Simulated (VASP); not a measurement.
# Te2Mo in VASP: settings compared, part 2 of 2

VASP 6.6.1. Earlier steps stand in the parts before.

## 3. Single point, PBEsol+D4

This run uses another cell than the first one, of 23.56 Å³/atom, 0.858 times its volume.

Contents of INCAR:

```
SYSTEM = Te2Mo
PREC = Accurate
ENCUT = 520
EDIFF = 1E-7
ISMEAR = -1
SIGMA = 0.05
LREAL = .False.
LASPH = .True.
NELM = 80
ALGO = Normal
ISIF = 2
LWAVE = .False.
LCHARG = .False.
GGA = PS
IVDW = 13
NBANDS = 64
```

Contents of KPOINTS:

```
Automatic mesh
0
Gamma
  4 8 2
  0 0 0
```

Contents of POSCAR:

```
Te2Mo
1.0
    6.2982108507      0.0000000000     -0.0688924049
    0.0000000000      3.4395898848      0.0000000000
   -0.7061198923      0.0000000000     13.0567779103
Te Mo
8 4
Direct
    0.0550378909      0.5000000000      0.3925949014
    0.9449780366      0.0000000000      0.6074058009
    0.5590187579      0.0000000000      0.3437056812
    0.4409964399      0.5000000000      0.6562927267
    0.0943805137      0.0000000000      0.1568885092
    0.9056033484      0.5000000000      0.8431127042
    0.5863871491      0.5000000000      0.1069440832
    0.4135957066      0.0000000000      0.8930550699
    0.3194047623      0.0000000000      0.5062184766
    0.6806121703      0.5000000000      0.4937799771
    0.1824001980      0.5000000000      0.0077353367
    0.8175840162      0.0000000000      0.9922657229
```

Potentials or basis: VASP PAW PBE potentials, release 64 (Te, Mo_sv).

On the command line:

```bash
> cat potpaw_PBE.64/Te/POTCAR potpaw_PBE.64/Mo_sv/POTCAR > POTCAR
> mpirun -np 1 vasp_std > vasp.out
```

OUTCAR:

```text
SYSTEM = Te2Mo
   PREC = Accurate
   ENCUT = 520
   EDIFF = 1E-7
   ISMEAR = -1
   LREAL = .False.
   LASPH = .True.
   NELM = 80
   ISIF = 2
   GGA = PS
   IVDW = 13

 ion  position               nearest neighbor table
   1  0.055  0.500  0.393-   9 2.76   9 2.76  10 2.78   2 3.40   2 3.40   5 3.55   5 3.55   3 3.59
                             3 3.59
   2  0.945  0.000  0.607-  10 2.76  10 2.76   9 2.78   1 3.40   1 3.40   6 3.55   6 3.55   4 3.59
                             4 3.59
   3  0.559  0.000  0.344-  10 2.68  10 2.68   9 2.69   7 3.56   7 3.56   1 3.59   1 3.59
   4  0.441  0.500  0.656-   9 2.68   9 2.68  10 2.69   8 3.56   8 3.56   2 3.59   2 3.59
   5  0.094  0.000  0.157-  12 2.68  11 2.68  11 2.68   1 3.55   1 3.55   7 3.64   7 3.64   7 3.65
                             7 3.65
   6  0.906  0.500  0.843-  11 2.68  12 2.68  12 2.68   2 3.55   2 3.55   8 3.64   8 3.64   8 3.65
                             8 3.65
   7  0.586  0.500  0.107-  12 2.76  12 2.76  11 2.78   8 3.40   8 3.40   3 3.56   3 3.56   5 3.64
                             5 3.64   5 3.65   5 3.65
   8  0.414  0.000  0.893-  11 2.76  11 2.76  12 2.78   7 3.40   7 3.40   4 3.56   4 3.56   6 3.64
                             6 3.64   6 3.65   6 3.65
   9  0.319  0.000  0.506-   4 2.68   4 2.68   3 2.69   1 2.76   1 2.76   2 2.78  10 2.87  10 2.87

  10  0.681  0.500  0.494-   3 2.68   3 2.68   4 2.69   2 2.76   2 2.76   1 2.78   9 2.87   9 2.87

  11  0.182  0.500  0.008-   6 2.68   5 2.68   5 2.68   8 2.76   8 2.76   7 2.78  12 2.87  12 2.87

  12  0.818  0.000  0.992-   5 2.68   6 2.68   6 2.68   7 2.76   7 2.76   8 2.78  11 2.87  11 2.87

  LATTYP: Found a simple monoclinic cell.
 ALAT       =     6.2985876261
 B/A-ratio  =     0.5460890741
 C/A-ratio  =     2.0759983794
 COS(beta)  =    -0.0649203672

  Lattice vectors:

 A1 = (   6.2982108507,   0.0000000000,  -0.0688924049)
 A2 = (   0.0000000000,   3.4395898848,   0.0000000000)
 A3 = (  -0.7061198923,   0.0000000000,  13.0567779103)

Analysis of symmetry for initial positions (statically):
=====================================================================
 Subroutine PRICEL returns:
 Original cell was already a primitive cell.
[... 177 lines left out ...]
 NGX is ok and might be reduce to    48
   NGX = 23   NGY = 13   NGZ = 49

 number of electron     103.9999993 magnetization

 Free energy of the ion-electron system (eV)
  ---------------------------------------------------
  ext. energy  EPLUGINS =         0.00000000
  ---------------------------------------------------
  free energy    TOTEN  =       -78.50010828 eV

  energy without entropy =      -78.46541213  energy(sigma->0) =      -78.48276021

 E-fermi :   9.1714     XC(G=0): -10.9021

 val. band max:        9.1405579078   @ k =   0.5000   0.0000   0.5000
 cond. band min:       9.1808441934   @ k =   0.0000   0.2500   0.5000
 fundamental gap:      0.0402862856
 Fermi energy:         9.1713532311

 k-point     1 :       0.0000    0.0000    0.0000
  band No.  band energies     occupation
      1     -51.8475      2.00000
      2     -51.8275      2.00000
      3     -51.7810      2.00000
      4     -51.7616      2.00000
      5     -26.1660      2.00000
      6     -26.1475      2.00000
[... 1597 lines left out ...]
     63      11.3890      0.00000
     64      11.6530      0.00000

 [... further k-points ...]

------------------------ aborting loop because EDIFF is reached ----------------------------------------

  DFT-D4 for vdW energy calculation

  Edisp (eV):   -4.08033

  FORCE on cell =-STRESS in cart. coord.  units (eV):
  Direction    XX          YY          ZZ          XY          YZ          ZX
  --------------------------------------------------------------------------------------
  -------------------------------------------------------------------------------------
  Total       0.22210     0.26143     0.22393     0.00000     0.00000    -0.01297
  in kB       1.25878     1.48170     1.26918     0.00000     0.00000    -0.07349
  external pressure =        1.34 kB  Pullay stress =        0.00 kB

 VOLUME and BASIS-vectors are now :
 -----------------------------------------------------------------------------
  energy-cutoff  :      520.00
  volume of cell :      282.69
      direct lattice vectors                 reciprocal lattice vectors
     6.298210851  0.000000000 -0.068892405     0.158869230  0.000000000  0.008591762
     0.000000000  3.439589885  0.000000000     0.000000000  0.290732335  0.000000000
    -0.706119892  0.000000000 13.056777910     0.000838253  0.000000000  0.076633907

 POSITION                                       TOTAL-FORCE (eV/Angst)
 -----------------------------------------------------------------------------------
      0.06942      1.71979      5.12223        -0.006957      0.000000     -0.013792
      5.52277      0.00000      7.86566         0.007002      0.000000      0.013703
      3.27812      0.00000      4.44918        -0.004633      0.000000     -0.028188
      2.31407      1.71979      8.53869         0.004623      0.000000      0.028161
      0.48365      0.00000      2.04196        -0.005061      0.000000      0.027956
      5.10834      1.71979     10.94595         0.005102      0.000000     -0.027965
      3.61767      1.71979      1.35595        -0.008330      0.000000      0.017605
      1.97431      0.00000     11.63193         0.008353      0.000000     -0.017508
      1.65423      0.00000      6.58758        -0.012760      0.000000      0.000400
      3.93797      1.71979      6.40029         0.012697      0.000000     -0.000279
      1.14333      1.71979      0.08843         0.013427      0.000000      0.001044
      4.44866      0.00000     12.89947        -0.013462      0.000000     -0.001137
 -----------------------------------------------------------------------------------
    total drift:                                0.000006      0.000000      0.000004

  FREE ENERGIE OF THE ION-ELECTRON SYSTEM (eV)
  ---------------------------------------------------
  free  energy   TOTEN  =       -82.5804420731 eV

  energy  without entropy=      -82.5457459190  energy(sigma->0) =      -82.56309400
```

OSZICAR:

```text
N       E                     dE             d eps       ncg     rms          rms(c)
DAV:   1     0.870670362322E+03    0.87067E+03   -0.53547E+04  4352   0.147E+03
DAV:   2    -0.230118016893E+02   -0.89368E+03   -0.86979E+03  4632   0.355E+02
DAV:   3    -0.792801589866E+02   -0.56268E+02   -0.54813E+02  4656   0.763E+01
[... 15 lines left out ...]
DAV:  19    -0.785001116766E+02    0.90347E-05   -0.10748E-05  4624   0.121E-02    0.465E-02
DAV:  20    -0.785001096465E+02    0.20301E-05   -0.25124E-06  5040   0.576E-03    0.261E-02
DAV:  21    -0.785001088869E+02    0.75958E-06   -0.67215E-07  3944   0.344E-03    0.165E-02
DAV:  22    -0.785001083079E+02    0.57901E-06   -0.10396E-06  4736   0.383E-03    0.309E-03
DAV:  23    -0.785001082821E+02    0.25784E-07   -0.14858E-07  2368   0.143E-03
   1 F= -.82580442E+02 E0= -.82563094E+02  d E =-.346962E-01
```

Wall time 16 min (1 thread of Intel Xeon Platinum 8259CL at 2.50GHz (Skylake/Cascade Lake), shared host); peak memory 0.61 GiB.

What came out:

| Property | Result |
| --- | --- |
| Free energy | -82.5804 eV |
| Pressure | 0.1 GPa |
| Largest force | 0.029 eV/Å |
| Band gap on the k mesh | zero (band 52 reaches 9.53 eV, above the bottom of band 53 at 9.00 eV) |
| Dispersion energy per atom | -0.340 eV |

Forces in eV/Å, atoms in the order of the input:
```
Te  -0.007  0.000 -0.014
Te   0.007  0.000  0.014
Te  -0.005  0.000 -0.028
Te   0.005  0.000  0.028
Te  -0.005  0.000  0.028
Te   0.005  0.000 -0.028
Te  -0.008  0.000  0.018
Te   0.008  0.000 -0.018
Mo  -0.013  0.000  0.000
Mo   0.013  0.000  0.000
Mo   0.013  0.000  0.001
Mo  -0.013  0.000 -0.001
```

Levels at points of the mesh, in eV from the Fermi level:
| k point | band 48 | band 49 | band 50 | band 51 | band 52 | band 53 | band 54 | band 55 | band 56 | band 57 |
| --- | --- | --- | --- | --- | --- | --- | --- | --- | --- | --- |
| (0.00, 0.00, 0.00) | -0.51 | -0.35 | -0.28 | 0.10 | 0.35 | 0.48 | 0.68 | 0.76 | 0.93 | 0.93 |
| (0.50, 0.00, 0.00) | -1.08 | -0.99 | -0.97 | -0.46 | -0.41 | -0.18 | -0.16 | 0.80 | 0.81 | 1.44 |
| (0.00, 0.50, 0.00) | -1.91 | -1.72 | -1.72 | -1.42 | -1.42 | 0.89 | 0.89 | 1.14 | 1.14 | 1.19 |
| (0.50, 0.50, 0.00) | -1.99 | -1.21 | -1.21 | -1.11 | -1.11 | 0.94 | 0.94 | 1.05 | 1.05 | 1.67 |
| (0.00, 0.00, 0.50) | -0.74 | -0.15 | -0.13 | 0.18 | 0.33 | 0.39 | 0.49 | 0.82 | 0.89 | 1.41 |
| (0.50, 0.00, 0.50) | -1.06 | -1.00 | -0.98 | -0.61 | -0.27 | -0.09 | -0.03 | 0.72 | 0.85 | 1.28 |
| (0.00, 0.50, 0.50) | -1.92 | -1.68 | -1.68 | -1.54 | -1.54 | 0.84 | 0.84 | 1.15 | 1.15 | 1.24 |
| (0.50, 0.50, 0.50) | -1.97 | -1.20 | -1.20 | -1.10 | -1.10 | 0.98 | 0.98 | 1.00 | 1.00 | 1.58 |

Caveat: the PAW data sets were made with another functional, which shifts forces and pressure a little; spin-orbit coupling is left out, which moves the levels of the heavy elements; pairwise dispersion overbinds metals, which lowers pressure and volume.

## 4. Single point, LDA

Contents of INCAR:

```
SYSTEM = Te2Mo
PREC     = Accurate       ! precision mode
ENCUT    = 520            ! plane-wave cutoff, eV
EDIFF    = 1E-6           ! SCF threshold, eV
ISMEAR   = -1             ! smearing method
SIGMA    = 0.05           ! smearing width, eV
LREAL    = .FALSE.        ! projectors in reciprocal space
LASPH    = .TRUE.         ! aspherical terms in the spheres
NELM     = 60             ! most SCF steps
ALGO     = Normal         ! electronic algorithm
ISIF     = 2              ! what is computed and relaxed
LWAVE    = .FALSE.        ! write WAVECAR
LCHARG   = .TRUE.         ! write CHGCAR
LELF     = .TRUE.         ! ELF
LVHAR    = .TRUE.       
NBANDS   = 64             ! bands
```

Contents of KPOINTS:

```
regular mesh
0
G
  4 8 2
  0 0 0
```

Contents of POSCAR:

```
Te2Mo
1.0
    6.3464495577      0.0000000000      0.0000000000
    0.0000000000      3.4942155400      0.0000000000
   -0.5490254083      0.0000000000     14.8561586148
Te Mo
8 4
Direct
    0.0630865700      0.5000000000      0.4013918100
    0.9362609700      0.0000000000      0.5989235800
    0.5672046900      0.0000000000      0.3620628100
    0.4325395100      0.5000000000      0.6382740100
    0.0910474500      0.0000000000      0.1379227500
    0.9094538900      0.5000000000      0.8617520200
    0.5810927600      0.5000000000      0.0985498300
    0.4193469800      0.0000000000      0.9011539900
    0.3196862200      0.0000000000      0.5068268200
    0.6797845000      0.5000000000      0.4935200200
    0.1814915000      0.5000000000      0.0065316300
    0.8190039500      0.0000000000      0.9930897200
```

Potentials or basis: VASP PAW LDA potentials, release 64 (Te, Mo_sv).

On the command line:

```bash
> cat potpaw_LDA.64/Te/POTCAR potpaw_LDA.64/Mo_sv/POTCAR > POTCAR
> mpirun -np 1 vasp_std > vasp.out
```

OUTCAR:

```text
SYSTEM = Te2Mo
   PREC = Accurate
   ENCUT = 520
   EDIFF = 1E-6
   ISMEAR = -1
   LREAL = .FALSE.
   LASPH = .TRUE.
   NELM = 60
   ISIF = 2

 ion  position               nearest neighbor table
   1  0.063  0.500  0.401-   9 2.82   9 2.82  10 2.84   2 3.54   2 3.54   3 3.63   3 3.63
   2  0.936  0.000  0.599-  10 2.82  10 2.82   9 2.84   1 3.54   1 3.54   4 3.63   4 3.63
   3  0.567  0.000  0.362-  10 2.70  10 2.70   9 2.71   1 3.63   1 3.63
   4  0.433  0.500  0.638-   9 2.70   9 2.70  10 2.71   2 3.63   2 3.63
   5  0.091  0.000  0.138-  11 2.70  11 2.70  12 2.71   7 3.63   7 3.63
[... 1845 lines left out ...]
 -----------------------------------------------------------------------------
  energy-cutoff  :      520.00
  volume of cell :      329.45
      direct lattice vectors                 reciprocal lattice vectors
     6.346449558  0.000000000  0.000000000     0.157568415  0.000000000  0.005823111
     0.000000000  3.494215540  0.000000000     0.000000000  0.286187268  0.000000000
    -0.549025408  0.000000000 14.856158615     0.000000000  0.000000000  0.067312152

 POSITION                                       TOTAL-FORCE (eV/Angst)
 -----------------------------------------------------------------------------------
      0.18000      1.74711      5.96314        -0.002446      0.000000      0.344883
      5.61311      0.00000      8.89770         0.010826      0.000000     -0.343482
      3.40095      0.00000      5.37886        -0.010846      0.000000      0.347979
      2.39466      1.74711      9.48230         0.000802      0.000000     -0.345860
      0.50210      0.00000      2.04900        -0.004670      0.000000     -0.341852
      5.29868      1.74711     12.80232         0.003917      0.000000      0.331712
      3.63377      1.74711      1.46407        -0.015546      0.000000     -0.338840
      2.16661      0.00000     13.38769         0.017939      0.000000      0.333764
      1.75061      0.00000      7.52950         0.035490      0.000000     -0.052531
      4.04326      1.74711      7.33181        -0.033806      0.000000      0.049774
      1.14824      1.74711      0.09703        -0.039115      0.000000     -0.035841
      4.65254      0.00000     14.75350         0.037454      0.000000      0.050291
 -----------------------------------------------------------------------------------
    total drift:                                0.000052     -0.000000     -0.000005

  FREE ENERGIE OF THE ION-ELECTRON SYSTEM (eV)
  ---------------------------------------------------
  free  energy   TOTEN  =       -81.9138674651 eV

  energy  without entropy=      -81.8864411078  energy(sigma->0) =      -81.90015429
```

OSZICAR:

```text
N       E                     dE             d eps       ncg     rms          rms(c)
DAV:   1     0.873313971670E+03    0.87331E+03   -0.52459E+04  4456   0.144E+03
DAV:   2    -0.217344859767E+02   -0.89505E+03   -0.87109E+03  4664   0.350E+02
DAV:   3    -0.824708411947E+02   -0.60736E+02   -0.59038E+02  4712   0.766E+01
[... 13 lines left out ...]
DAV:  17    -0.819138747141E+02    0.86007E-05   -0.13625E-05  4816   0.128E-02    0.650E-02
DAV:  18    -0.819138723064E+02    0.24077E-05   -0.20465E-06  2728   0.744E-03    0.486E-02
DAV:  19    -0.819138697376E+02    0.25688E-05   -0.31814E-06  3392   0.788E-03    0.333E-02
DAV:  20    -0.819138674726E+02    0.22649E-05   -0.77826E-06  4448   0.108E-02    0.664E-03
DAV:  21    -0.819138674651E+02    0.75524E-08   -0.33870E-07  2296   0.221E-03
   1 F= -.81913867E+02 E0= -.81900154E+02  d E =-.274264E-01
```

stdout:

```text
POSCAR found type information on POSCAR TeMo
 POSCAR found :  2 types and      12 ions
 scaLAPACK will be used
 LDA part: xc-table for (Slater(with rela. corr.)+CA(PZ))
 , standard interpolation
 POSCAR, INCAR and KPOINTS ok, starting setup
 FFT: planning ... GRIDC
 FFT: planning ... GRID_SOFT
 FFT: planning ... GRID
 WAVECAR not read
 entering main loop
```

Run time: 9.9 min. Hardware: 1 thread of AMD EPYC 9R45 (Zen 5), shared host; peak memory 0.58 GiB.

What came out:

* Free energy: -81.9139 eV
* Pressure: -4.4 GPa
* Largest force: 0.348 eV/Å
* Band gap on the k mesh: zero (band 52 reaches 7.10 eV, above the bottom of band 53 at 6.95 eV)

Forces on the atoms (eV/Å):
```
Te  -0.002  0.000  0.345
Te   0.011  0.000 -0.343
Te  -0.011  0.000  0.348
Te   0.001  0.000 -0.346
Te  -0.005  0.000 -0.342
Te   0.004  0.000  0.332
Te  -0.016  0.000 -0.339
Te   0.018  0.000  0.334
Mo   0.035  0.000 -0.053
Mo  -0.034  0.000  0.050
Mo  -0.039  0.000 -0.036
Mo   0.037  0.000  0.050
```

Stress tensor (GPa, compression positive):
```
-4.27  0.00  0.00
 0.00 -4.91  0.00
 0.00  0.00 -3.89
```

Caveat: spin-orbit coupling is left out, which moves the levels of the heavy elements.

## 5. Summary

| level | potentials or basis | cell | smearing | gap on the mesh (eV) | pressure (GPa) | largest force (eV/Å) |
| --- | --- | --- | --- | --- | --- | --- |
| PBE | VASP PAW PBE potentials, release 64 (Te, Mo_sv) | a = 6.346, b = 3.494, c = 14.866 Å, angles 90.0, 92.1, 90.0°, 12 atoms | gaussian 0.012 eV | none | 0.7 | 0.22 |
| PBEsol+D4 | VASP PAW PBE potentials, release 64 (Te, Mo_sv) | a = 6.299, b = 3.440, c = 13.076 Å, angles 90.0, 93.7, 90.0°, 12 atoms | fermi-dirac 0.05 eV | none | 0.1 | 0.03 |
| LDA | VASP PAW LDA potentials, release 64 (Te, Mo_sv) | a = 6.346, b = 3.494, c = 14.866 Å, angles 90.0, 92.1, 90.0°, 12 atoms | fermi-dirac 0.05 eV | none | -4.4 | 0.35 |

Alike in all rows: task single point; no spin polarisation; k mesh 4 × 8 × 2; cutoff (eV) 520.

Caveats: spin-orbit coupling is left out, which moves the levels of the heavy elements; this functional lacks dispersion, which binds the layers, so the pressure and a relaxed spacing across them are unreliable (some runs); the PAW data sets were made with another functional, which shifts forces and pressure a little (some runs); pairwise dispersion overbinds metals, which lowers pressure and volume (some runs).

Total energies depend on the potentials used, so only differences within one code and one set of settings carry meaning.
